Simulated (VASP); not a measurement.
Set up this calculation in VASP 6.6.1, as the native input.

| Property | Result |
| --- | --- |
| Task | relaxation of cell and atoms |
| Functional | PBE |
| Potentials or basis | VASP PAW PBE potentials, release 64 (Ga_d) |
| Cutoff | 600 eV |
| k mesh | 21 × 21 × 21 |
| Occupations | fermi-dirac, width 0.05 eV |
| Spin | no spin polarisation |
| Target pressure | 330 GPa |
| Dipole correction | no |
| Further INCAR settings | ALGO = Normal; EDIFF = 1e-06; IBRION = 2; EDIFFG = -0.005; NSW = 60; ISIF = 3 |

The structure of Ga lies in POSCAR:

```
Ga
1.0
   -1.2640490344      1.2640490344      1.2640490344
    1.2640490344     -1.2640490344      1.2640490344
    1.2640490344      1.2640490344     -1.2640490344
Ga
1
Direct
    0.0000000000      0.0000000000      0.0000000000
```

This isn't the form of Ga at room conditions, which is orthorhombic.

The input as run:

INCAR

```
PREC = Accurate ; ENCUT = 600
EDIFF = 1E-6 ; ISMEAR = -1
SIGMA = 0.05 ; LREAL = False
LASPH = True ; NELM = 60
ALGO = Normal ; ISIF = 3
LWAVE = False ; LCHARG = False
GGA = PE ; IBRION = 2
NSW = 60 ; EDIFFG = -0.005
PSTRESS = 3300.0
```

KPOINTS

```
Automatic mesh
0
Gamma
  21 21 21
```

Potentials or basis: VASP PAW PBE potentials, release 64 (Ga_d).

Launch:

```console
$ cat potpaw_PBE.64/Ga_d/POTCAR > POTCAR
$ mpirun -np 1 vasp_std > vasp.out
```

Results of the run:

| Quantity | Value |
| --- | --- |
| Relaxed volume | 8.11 Å³/atom |
| Relaxed cell | a = 2.193 Å, b = 2.193 Å, c = 2.193 Å, α = 109.47°, β = 109.47°, γ = 109.47° |
| Space group after relaxing (to 0.1 Å) | Im-3m (No. 229) |
| Energy change on relaxing (the run minimises the enthalpy) | -72.6 meV/atom |
| Ionic steps | 7 |
| Pressure after relaxing | 329.9 GPa |
| Band gap on the k mesh | zero (an odd number of electrons rules out a gap without spin polarisation) |

Caveat: the cell is relaxed towards a set pressure, so the run minimises the enthalpy, not the energy.

Run time: 85 s on 1 thread of Intel Xeon 8259CL, with other jobs on the host, peak memory 0.15 GiB.
